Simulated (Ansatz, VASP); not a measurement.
**One calculation of CaZrN, two programs**

The input INCAR:

```
ALGO = Normal ; EDIFF = 1E-7
EDIFFG = -0.04 ; ENCUT = 600
GGA = PE ; IBRION = 2
ISIF = 3 ; ISMEAR = 0
LASPH = T ; LCHARG = F
LREAL = F ; LWAVE = F
NELM = 60 ; NSW = 90
PREC = Accurate ; SIGMA = 0.1
```

File KPOINTS:

```
k-points
0
Gamma
  6 6 2
```

Contents of POSCAR:

```
CaZrN
1.0
    2.7185337900      0.0000000000      0.0000000000
    0.0000000000      2.7185337900      0.0000000000
    0.0000000000      0.0000000000      7.9047760300
Ca Zr N
1 1 1
Direct
    0.5000000000      0.5000000000      0.0000000000
    0.5000000000      0.5000000000      0.5000000000
    0.0000000000      0.0000000000      0.5000000000
```

Input for Ansatz:

```yaml
crystal:
  lattice:
    - [2.71853379, 0.0, 0.0]
    - [0.0, 2.71853379, 0.0]
    - [0.0, 0.0, 7.90477603]
  atoms:
    - { symbol: Ca, position: [0.5, 0.5, 0.0] }
    - { symbol: Zr, position: [0.5, 0.5, 0.5] }
    - { symbol: "N", position: [0.0, 0.0, 0.5] }
basis:
  ecutwfc: 420
kpoints:
  mp_grid: { grid: [6, 6, 2] }
hamiltonian:
  xc: pbe
scf:
  occupations: { method: gaussian, width: 0.1 }
  lower_state_search: "off"
output:
  forces: true
  stress: true
  eigenvalues: true
relax:
  adjacent_minimum: "off"
  f_tol: 0.04
  max_steps: 70
  cell: { stress_tol: 0.4 }
```

Alike in both runs: task relaxation of cell and atoms; functional PBE; k mesh 6 × 6 × 2; occupations gaussian, width 0.1 eV; no spin polarisation.

|  | VASP | Ansatz |
| --- | --- | --- |
| version | VASP 6.6.1 | Ansatz 0.2.0 |
| potentials or method | VASP PAW PBE potentials, release 64 (Ca_sv, Zr_sv, N), cutoff 600 eV | scalar-relativistic, plane waves, PAW |
| valence electrons in the cell | 27 | 27 |

Ansatz gave:

| Item | Value |
| --- | --- |
| gap on the k mesh at the Fermi level, each at its own relaxed structure (eV) | none |
| relaxed volume (Å³/atom) | 24.24 |
| relaxed cell length with the largest relative difference (Å) | 7.423 |

**Question.** Which values does VASP return?

**Answer.** gap on the k mesh at the Fermi level, each at its own relaxed structure (eV): none; relaxed volume (Å³/atom): 24.26; relaxed cell length with the largest relative difference (Å): 7.413.

A gap of «none» marks a metal or a gap that the smearing closes.

The k mesh is coarse, so the values compare programs but aren't converged. Noted on VASP's run: the volume moved by over 15 % at a fixed basis, so the end points are rough.
